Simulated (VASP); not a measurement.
Runs of VASP 6.6.1 on SnO. The structure is that of space group Pmn2_1 (No. 31), or close to it. The cells are those of the table. 

```tsv
cell	cutoff (eV)	smearing	gap on the mesh (eV)	pressure (GPa)	largest force (eV/Å)
a = 3.532, b = 6.038, c = 3.907 Å, 4 atoms	520	gaussian 0.05 eV	1.43	-7.6	1.37
a = 3.532, b = 6.038, c = 3.907 Å, 4 atoms	600	fermi-dirac 0.05 eV	1.43	-7.6	1.37
a = 3.164, b = 5.409, c = 3.907 Å, 4 atoms	520	gaussian 0.05 eV	(a)	13.8	2.18
a = 2.980, b = 5.094, c = 3.907 Å, 4 atoms	520	gaussian 0.05 eV	0.77	36.9	5.16
```

Alike in all rows: task single point; level PBE+D3(BJ); potentials or basis VASP PAW PBE potentials, release 64 (Sn_d, O); no spin polarisation; k mesh 8 × 6 × 8.

Q: Estimate the missing entries.

A: (a) 1.12.

Caveats: spin-orbit coupling is left out, which moves the levels of the heavy elements; forces of over 1 eV/Å act on the atoms, so gaps and moduli don't describe the material at rest; the cell stands under tension (at least some runs); the stress differs along the axes, from 11 to 16 GPa (at least some runs); the stress differs along the axes, from 29 to 41 GPa (at least some runs); semilocal functionals underestimate gaps, and a narrow one can read as zero (at least some runs).

A k mesh can miss the band edges, and the runs leave out spin-orbit coupling on Sn.
